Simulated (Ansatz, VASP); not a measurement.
# Two plane-wave programs on ZrN

File INCAR:

```
SYSTEM = ZrN
PREC     = Accurate       ! precision mode
ENCUT    = 520            ! plane-wave cutoff, eV
EDIFF    = 1E-8           ! SCF threshold, eV
ISMEAR   = -1             ! smearing method
SIGMA    = 0.01           ! smearing width, eV
LREAL    = .FALSE.        ! projectors in reciprocal space
LASPH    = .TRUE.         ! aspherical terms in the spheres
NELM     = 120            ! most SCF steps
ALGO     = Normal         ! electronic algorithm
ISIF     = 2              ! what is computed and relaxed
LWAVE    = .FALSE.        ! write WAVECAR
LCHARG   = .FALSE.        ! write CHGCAR
GGA      = PE             ! functional
LEFG     = .TRUE.       
NBANDS   = 16             ! bands
GGA_COMPAT= .FALSE.
```

KPOINTS

```
regular mesh
0
G
  9 9 9
  0 0 0
```

POSCAR

```
ZrN
1.0
    0.0000000000      2.2842300000      2.2842300000
    2.2842300000      0.0000000000      2.2842300000
    2.2842300000      2.2842300000      0.0000000000
Zr N
1 1
Direct
    0.0000000000      0.0000000000      0.0000000000
    0.5000000000      0.5000000000      0.5000000000
```

Input for Ansatz:

```yaml
crystal:
  lattice:
    - [0.0, 2.28423, 2.28423]
    - [2.28423, 0.0, 2.28423]
    - [2.28423, 2.28423, 0.0]
  atoms:
    - { symbol: Zr, position: [0.0, 0.0, 0.0] }
    - { symbol: "N", position: [0.5, 0.5, 0.5] }
kpoints:
  mp_grid: { grid: [9, 9, 9] }
  band_path:
    path:
      - [0.0, 0.0, 0.0]
      - [0.5, 0.0, 0.5]
      - [0.625, 0.25, 0.625]
      - [0.375, 0.375, 0.75]
      - [0.0, 0.0, 0.0]
      - [0.5, 0.5, 0.5]
      - [0.5, 0.25, 0.75]
      - [0.5, 0.0, 0.5]
    npoints: 14
scf:
  occupations: { method: fermi_dirac, width: 0.01 }
hamiltonian:
  xc: pbe
  pseudopotentials: { kind: paw }
output:
  forces: true
  stress: true
  eigenvalues: true
  efg: { contact_densities: true }
  populations: true
  bader: true
  dos: { projected: true, de: 0.2, e_range: [-14, 8] }
  write_density: true
  write_potential: true
  elf: true
  volumetric_format: npy
```

Alike in both runs: task electric field gradients; functional PBE; k mesh 9 × 9 × 9; occupations fermi-dirac, width 0.01 eV; no spin polarisation.

```csv
,VASP,Ansatz
version,VASP 6.6.1,Ansatz 0.2.0
potentials or method,"VASP PAW PBE potentials, release 64 (Zr_sv, N)","PAW with Ansatz's default frozen-core files, scalar-relativistic"
plane-wave cutoff (eV),520,420
valence electrons in the cell,17,17
```

VASP gave:

```
pressure (GPa) : 4.7
```

Problem. Estimate Ansatz's values.

Solution. Pressure (GPa): 4.4.
